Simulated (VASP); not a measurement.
# Li (Fddd) in VASP: single point with PBE

Aim: the single point of Li with PBE.

Program: VASP 6.6.1. These are calculated values, not measurements. Logs are shortened: lines on timing, memory, paths and dates and some standing lists are left out, and cuts for length are marked.

### Step 1. The cell of the first run

It takes space group Fddd (No. 70, orthorhombic). Conventional cell: a = 3.552 Å, b = 12.830 Å, c = 12.842 Å, α = 90.00°, β = 90.00°, γ = 90.00°. Within 4.4 Å of Li (site symmetry 2) lie 9 Li at 3.33 to 4.17 Å.

### Step 2. Single point, PBE (Rb replaced by Li, lengths x 0.749, strained)

The input, INCAR:

```
  PREC = Accurate
  ENCUT = 520
  EDIFF = 1E-6
  ISMEAR = 0
  SIGMA = 0.1
  LREAL = False
  LASPH = True
  NELM = 100
  ALGO = Fast
  ISIF = 2
  LWAVE = False
  LCHARG = False
  GGA = PE
  NBANDS = 14
```

The input, KPOINTS:

```
regular mesh
0
Gamma
  12 12 12
```

The input, POSCAR:

```
Li
1.0
    0.0000000000      6.4149899588      6.4212327501
    1.7758621052      0.0000000000      6.4212327501
    1.7758621052      6.4149899588      0.0000000000
Li
4
Direct
    0.1299807500      0.8700192500      0.1299807500
    0.1200192500      0.3799807500      0.1200192500
    0.8700192500      0.1299807500      0.8700192500
    0.3799807500      0.1200192500      0.3799807500
```

Potentials or basis: VASP PAW PBE potentials, release 64 (Li_sv).

Run with:

```console
$ cat potpaw_PBE.64/Li_sv/POTCAR > POTCAR
$ mpirun -np 1 vasp_std > vasp.out
```

OUTCAR:

```text
PREC = Accurate
   ENCUT = 520
   EDIFF = 1E-6
   ISMEAR = 0
   LREAL = False
   LASPH = True
   NELM = 100
   ISIF = 2
   GGA = PE

 ion  position               nearest neighbor table
   1  0.130  0.870  0.130-
   2  0.120  0.380  0.120-
   3  0.870  0.130  0.870-
   4  0.380  0.120  0.380-

  LATTYP: Found a face centered orthorhombic cell.
 ALAT       =     3.5517242104
 B/A-ratio  =     3.6123243691
 C/A-ratio  =     3.6158397273

  Lattice vectors:

 A1 = (   0.0000000000,   6.4149899588,   6.4212327501)
 A2 = (   1.7758621052,   0.0000000000,   6.4212327501)
 A3 = (   1.7758621052,   6.4149899588,   0.0000000000)

Analysis of symmetry for initial positions (statically):
=====================================================================
 Subroutine PRICEL returns:
 Original cell was already a primitive cell.

 Routine SETGRP: Setting up the symmetry group for a
 face centered orthorhombic supercell.

 Subroutine GETGRP returns: Found  8 space group operations
 (whereof  4 operations were pure point group operations)
 out of a pool of  8 trial point group operations.

The static configuration has the point symmetry D_2 .
 The point group associated with its full space group is D_2h.

Analysis of symmetry for dynamics (positions and initial velocities):
=====================================================================
 Subroutine PRICEL returns:
 Original cell was already a primitive cell.

 Routine SETGRP: Setting up the symmetry group for a
 face centered orthorhombic supercell.

 Subroutine GETGRP returns: Found  8 space group operations
 (whereof  4 operations were pure point group operations)
 out of a pool of  8 trial point group operations.

The dynamic configuration has the point symmetry D_2 .
 The point group associated with its full space group is D_2h.

 Subroutine INISYM returns: Found  8 space group operations
 (whereof  4 operations are pure point group operations),
 and found     1 'primitive' translations

----------------------------------------------------------------------------------------

                                     Primitive cell

  volume of cell :     146.3031

  direct lattice vectors                    reciprocal lattice vectors
     0.000000000  6.414989959  6.421232750    -0.281553392  0.077942445  0.077866668
     1.775862105  0.000000000  6.421232750     0.281553392 -0.077942445  0.077866668
     1.775862105  6.414989959  0.000000000     0.281553392  0.077942445 -0.077866668

  length of vectors
     9.076581196  6.662275606  6.656258888     0.302341786  0.302341786  0.302341786

  position of ions in fractional coordinates (direct lattice)
     0.129980750  0.870019250  0.129980750
     0.120019250  0.379980750  0.120019250
     0.870019250  0.129980750  0.870019250
     0.379980750  0.120019250  0.379980750

  ion indices of the primitive-cell ions
   primitive index   ion index
                 1           1
                 2           2
                 3           3
                 4           4

----------------------------------------------------------------------------------------

 KPOINTS: regular mesh

Automatic generation of k-mesh.
 Grid dimensions read from file:
 generate k-points for:   12   12   12

 Generating k-lattice:

  Cartesian coordinates                     Fractional coordinates (reciprocal lattice)
    -0.023462783  0.006495204  0.006488889     0.083333333 -0.000000000  0.000000000
     0.023462783 -0.006495204  0.006488889    -0.000000000  0.083333333 -0.000000000
     0.023462783  0.006495204 -0.006488889     0.000000000  0.000000000  0.083333333

  Length of vectors
     0.025195149  0.025195149  0.025195149

  Shift w.r.t. Gamma in fractional coordinates (k-lattice)
     0.000000000  0.000000000  0.000000000

 Subroutine IBZKPT returns following result:
 ===========================================

 Found    280 irreducible k-points:

 Following reciprocal coordinates:
            Coordinates               Weight
  0.000000  0.000000  0.000000      1.000000
  0.083333 -0.000000 -0.000000      8.000000
  0.166667 -0.000000  0.000000      8.000000
  0.250000 -0.000000 -0.000000      8.000000
  0.333333  0.000000  0.000000      8.000000
  0.416667 -0.000000  0.000000      8.000000
[... 16 lines left out ...]
  0.500000  0.166667 -0.000000      8.000000
 -0.416667  0.166667  0.000000      8.000000
 [... further k-points ...]
   k-points           NKPTS =    280   k-points in BZ     NKDIM =    280   number of bands    NBANDS=     14
   number of dos      NEDOS =    301   number of ions     NIONS =      4
   total plane-waves  NPLWV = 175000
   dimension x,y,z NGX =    70 NGY =   50 NGZ =   50
   dimension x,y,z NGXF=   140 NGYF=  100 NGZF=  100
   ions per type =               4
   NGX,Y,Z   is equivalent  to a cutoff of  12.82, 12.48, 12.49 a.u.
   NGXF,Y,Z  is equivalent  to a cutoff of  25.64, 24.95, 24.98 a.u.
 SYSTEM =  unknown system
   PREC   = accura    normal or accurate (medium, high low for compatibility)
   ISTART =      0    job   : 0-new  1-cont  2-samecut
   ICHARG =      2    charge: 1-file 2-atom 10-const
   ISPIN  =      1    spin polarized calculation?
   LNONCOLLINEAR =      F non collinear calculations
   LSORBIT =      F    spin-orbit coupling
   LASPH  =      T    aspherical Exc in radial PAW
   ENCUT  =  520.0 eV  38.22 Ry    6.18 a.u.  16.88 12.39 12.38*2*pi/ulx,y,z
   NELM   =    100;   NELMIN=  2; NELMDL= -5     # of ELM steps
   EDIFF  = 0.1E-05   stopping-criterion for ELM
   LREAL  =      F    real-space projection
   EDIFFG = 0.1E-04   stopping-criterion for IOM
   NSW    =      0    number of steps for IOM
   IBRION =     -1    ionic relax: 0-MD 1-quasi-New 2-CG
   NFREE  =      0    steps in history (QN), initial steepest desc. (CG)
   ISIF   =      2    stress and relaxation
   ISYM   =      2    0-nonsym 1-usesym 2-fastsym
   POTIM  = 0.5000    time-step for ionic-motion
   TEBEG  =    0.0;   TEEND  =   0.0 temperature during run
   PSTRESS=    0.0 pullay stress
   NELECT =      12.0000    total number of electrons
   NUPDOWN=      -1.0000    fix difference up-down
   EMIN   =  10.00;   EMAX   =-10.00  energy-range for DOS
   EFERMI =   0.00;   METHOD = LEGACY
   ISMEAR =     0;   SIGMA  =   0.10  broadening in eV -4-tet -1-fermi 0-gaus
   EFERMI_NEDOS =   21; number of points for ismear=-14 and -15
   IALGO  =     68    algorithm
   IMIX   =      4    mixing-type and parameters
     AMIX     =   0.40;   BMIX     =  1.00
     AMIX_MAG =   1.60;   BMIX_MAG =  1.00
  volume/ion in A,a.u.               =      36.58       246.83
  Fermi-wavevector in a.u.,A,eV,Ry     =   0.711297  1.344156  6.883769  0.505943
  Thomas-Fermi vector in A             =   1.798371
   LORBIT       =      0    0 simple, 1 ext, 2 COOP (PROOUT), +10 PAW based schemes
   GGA     = PE    functional components
   LHFCALC =     F    Hartree Fock is set to
   AEXX    =    0.0000 exact exchange contribution
   IVDW    =     0    specifies the selected vdW correction
   LEPSILON=     F    determine dielectric tensor
   LRPA    =     F    only Hartree local field effects (RPA)
 non-spin polarized calculation
 RMM-DIIS sequential band-by-band and
 Gauss-broadening in eV      SIGMA  =   0.10
  energy-cutoff  :      520.00
  volume of cell :      146.30
 maximum number of plane-waves:      3968
 NGX is ok and might be reduce to    70
   NGX = 33   NGY = 25   NGZ = 25

 number of electron      11.9999998 magnetization

 Free energy of the ion-electron system (eV)
  ---------------------------------------------------
  ext. energy  EPLUGINS =         0.00000000
  ---------------------------------------------------
  free energy    TOTEN  =        -6.47344078 eV

  energy without entropy =       -6.46106913  energy(sigma->0) =       -6.46725495

 E-fermi :  -0.6944     XC(G=0):  -5.7515

 val. band max:       -0.6994976514   @ k =   0.1667   0.0000   0.1667
 cond. band min:      -0.6936887290   @ k =   0.5000   0.0833   0.2500
 fundamental gap:      0.0058089225
 Fermi energy:        -0.6944419171

 k-point     1 :       0.0000    0.0000    0.0000
  band No.  band energies     occupation
      1     -48.3465      2.00000
      2     -48.3446      2.00000
      3     -48.3444      2.00000
      4     -48.3426      2.00000
      5      -3.4117      2.00000
      6      -0.7964      1.85074
      7      -0.7924      1.83388
      8       0.3074      0.00000
      9       0.3091      0.00000
     10       1.9280      0.00000
     11       1.9304      0.00000
     12       3.9207      0.00000
     13       4.3817      0.00000
     14       7.2007      0.00000

 k-point     2 :       0.0833   -0.0000   -0.0000
  band No.  band energies     occupation
      1     -48.3464      2.00000
      2     -48.3446      2.00000
      3     -48.3444      2.00000
      4     -48.3426      2.00000
      5      -3.3312      2.00000
      6      -0.7793      1.77007
      7      -0.7483      1.55375
      8       0.4084      0.00000
      9       0.4505      0.00000
     10       1.8870      0.00000
     11       2.0144      0.00000
     12       4.0862      0.00000
     13       4.3453      0.00000
     14       6.4144      0.00000
[... 343 lines left out ...]
      1     -48.3450      2.00000
      2     -48.3442      2.00000
      3     -48.3436      2.00000
      4     -48.3427      2.00000
      5      -1.8722      2.00000
      6      -0.8612      1.98164
      7       0.1272      0.00000
      8       1.0884      0.00000
      9       1.3737      0.00000
     10       2.3624      0.00000
     11       2.7054      0.00000
     12       3.0958      0.00000
     13       3.4389      0.00000
     14       4.0022      0.00000

 k-point    24 :      -0.4167    0.1667    0.0000
  band No.  band energies     occupation
      1     -48.3448      2.00000
      2     -48.3441      2.00000
      3     -48.3433      2.00000
      4     -48.3427      2.00000
      5      -1.1277      2.00000
      6      -0.3953      0.00002
      7       0.3153      0.00000
      8       0.5826      0.00000
      9       1.2144      0.00000
     10       2.1448      0.00000
     11       2.6139      0.00000
     12       3.2854      0.00000
     13       3.8430      0.00000
     14       3.9306      0.00000

 [... further k-points ...]

------------------------ aborting loop because EDIFF is reached ----------------------------------------

  FORCE on cell =-STRESS in cart. coord.  units (eV):
  Direction    XX          YY          ZZ          XY          YZ          ZX
  --------------------------------------------------------------------------------------
  -------------------------------------------------------------------------------------
  Total       -2.7610445     -2.6252939     -2.5573685      0.0000000      0.0000000      0.0000000
  in kB      -30.2364195    -28.7498039    -28.0059471      0.0000000      0.0000000      0.0000000
  external PRESSURE =     -28.9973901 kB  Pullay stress =       0.0000000 kB

 VOLUME and BASIS-vectors are now :
 -----------------------------------------------------------------------------
  energy-cutoff  :      520.00
  volume of cell :      146.30
      direct lattice vectors                 reciprocal lattice vectors
     0.000000000  6.414989959  6.421232750    -0.281553392  0.077942445  0.077866668
     1.775862105  0.000000000  6.421232750     0.281553392 -0.077942445  0.077866668
     1.775862105  6.414989959  0.000000000     0.281553392  0.077942445 -0.077866668

 POSITION                                       TOTAL-FORCE (eV/Angst)
 -----------------------------------------------------------------------------------
      1.77586      1.66765      6.42123         0.000000      0.040738      0.000000
      0.88793      1.53984      3.21062         0.000000     -0.040738     -0.000000
      1.77586     11.16233      6.42123         0.000000     -0.040738      0.000000
      0.88793      4.87515      3.21062         0.000000      0.040738     -0.000000
 -----------------------------------------------------------------------------------
    total drift:                                0.000000      0.000000      0.000000

  FREE ENERGIE OF THE ION-ELECTRON SYSTEM (eV)
  ---------------------------------------------------
  free  energy   TOTEN  =        -6.4734407767 eV

  energy  without entropy=       -6.4610691324  energy(sigma->0) =       -6.46725495
```

Wall time 16 min (1 thread of Intel Xeon Platinum 8488C (Sapphire Rapids), shared host); peak memory 0.67 GiB.

What came out:

```
Free energy            : -6.4734 eV
Largest force          : 0.041 eV/Å
Band gap on the k mesh : zero (bands 6 and 7 overlap by 2.56 eV)
```

Forces on the atoms (eV/Å):
```
Li   0.000  0.041  0.000
Li   0.000 -0.041  0.000
Li   0.000 -0.041  0.000
Li   0.000  0.041  0.000
```

Caveat: the cell differs from its parent crystal (Rb replaced by Li, lengths x 0.749, strained); the cutoff is under 1.25 times the usual one of these potentials, so pressure, stress and relaxed cells hold a basis-set (Pulay) error.
